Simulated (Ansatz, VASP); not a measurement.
## One calculation of H4PbN2, two programs

The input INCAR:

```
SYSTEM = H4PbN2
ALGO = Normal ; EDIFF = 1E-7
ENCUT = 520 ; GGA = PE
ISIF = 2 ; ISMEAR = 0
LASPH = .TRUE. ; LCHARG = .FALSE.
LREAL = .FALSE. ; LWAVE = .FALSE.
NBANDS = 23 ; NELM = 100
PREC = Accurate ; SIGMA = 0.01
```

The input KPOINTS:

```
k-points
0
G
  1 1 1
  0 0 0
```

Contents of POSCAR:

```
H4PbN2
1.0
    9.5200000000      0.0000000000      0.0000000000
    0.0000000000     11.4800000000      0.0000000000
    0.0000000000      0.0000000000     14.0700000000
Pb N H
1 2 4
Direct
    0.5080336100      0.3919860600      0.5009140000
    0.4726890800      0.5210383300      0.6101279300
    0.5269716400      0.5210461700      0.3898237400
    0.4835588200      0.6084477400      0.6001265100
    0.4812111300      0.5017230000      0.6805095900
    0.5195630300      0.4994634100      0.3198294200
    0.5030514700      0.6067735200      0.3989196900
```

Input for Ansatz:

```yaml
crystal:
  lattice:
    - [9.52, 0.0, 0.0]
    - [0.0, 11.48, 0.0]
    - [0.0, 0.0, 14.07]
  atoms:
    - { symbol: Pb, position: [0.50803361, 0.39198606, 0.500914] }
    - { symbol: "N", position: [0.47268908, 0.52103833, 0.61012793] }
    - { symbol: H, position: [0.48355882, 0.60844774, 0.60012651] }
    - { symbol: H, position: [0.48121113, 0.501723, 0.68050959] }
    - { symbol: "N", position: [0.52697164, 0.52104617, 0.38982374] }
    - { symbol: H, position: [0.51956303, 0.49946341, 0.31982942] }
    - { symbol: H, position: [0.50305147, 0.60677352, 0.39891969] }
basis:
  ecutwfc: 420
  ecutrho_ratio: 4
kpoints:
  mp_grid: { grid: [1, 1, 1] }
hamiltonian:
  xc: pbe
scf:
  occupations: { method: gaussian, width: 0.01 }
output:
  forces: true
  eigenvalues: true
  populations: true
```

Alike in both runs: task single point; functional PBE; k mesh 1 × 1 × 1; occupations gaussian, width 0.01 eV; no spin polarisation.

|  | VASP | Ansatz |
| --- | --- | --- |
| version | VASP 6.6.1 | Ansatz 0.2.0 |
| potentials or method | VASP PAW PBE potentials, release 64 (Pb_d, N, H), cutoff 520 eV | scalar-relativistic, plane waves, PAW |
| valence electrons in the cell | 28 | 28 |

|  | VASP | Ansatz | Ansatz less VASP |
| --- | --- | --- | --- |
| gap on the k mesh at the Fermi level (eV) | 2.97 | 2.98 | +0.005 |
| rms of the force components (eV/Å) | 0.043 | 0.048 | +0.0046 |

Spin-orbit coupling is off throughout.
